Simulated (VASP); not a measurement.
Here is a VASP 6.6.1 calculation.

The input INCAR:

```
PREC     = Accurate       # precision mode
ENCUT    = 520            # plane-wave cutoff, eV
EDIFF    = 1E-8           # SCF threshold, eV
ISMEAR   = -1             # smearing method
SIGMA    = 0.15           # smearing width, eV
LREAL    = F              # projectors in reciprocal space
LASPH    = T              # aspherical terms in the spheres
NELM     = 60             # most SCF steps
ALGO     = Normal         # electronic algorithm
ISIF     = 2              # what is computed and relaxed
LWAVE    = F              # write WAVECAR
LCHARG   = T              # write CHGCAR
NBANDS   = 20             # bands
IBRION   = 8              # ionic algorithm
NSW      = 1              # ionic steps
```

The input KPOINTS:

```
Automatic mesh
0
Gamma
  14 14 12
```

The input POSCAR:

```
TaRu
1.0
    2.9862396031      0.0000000000      0.0000000000
    0.0000000000      2.9862396031      0.0000000000
    0.0000000000      0.0000000000      3.3385286281
Ta Ru
1 1
Direct
    0.5000000000      0.5000000000      0.5000000000
    0.0000000000      0.0000000000      0.0000000000
```

Potentials or basis: VASP PAW LDA potentials, release 64 (Ta_pv, Ru_pv).

Run with:

```console
$ cat potpaw_LDA.64/Ta_pv/POTCAR potpaw_LDA.64/Ru_pv/POTCAR > POTCAR
$ mpirun -np 1 vasp_std > vasp.out
```

Predict the highest phonon frequency at Γ.

166 cm⁻¹.

Phonon frequencies in cm⁻¹ (negative: imaginary):
| q point | frequencies |
| --- | --- |
| (0.000, 0.000, 0.000) | 0 0 0 164 166 166 |

Caveat: the cell stands under pressure or tension, which shifts response properties.
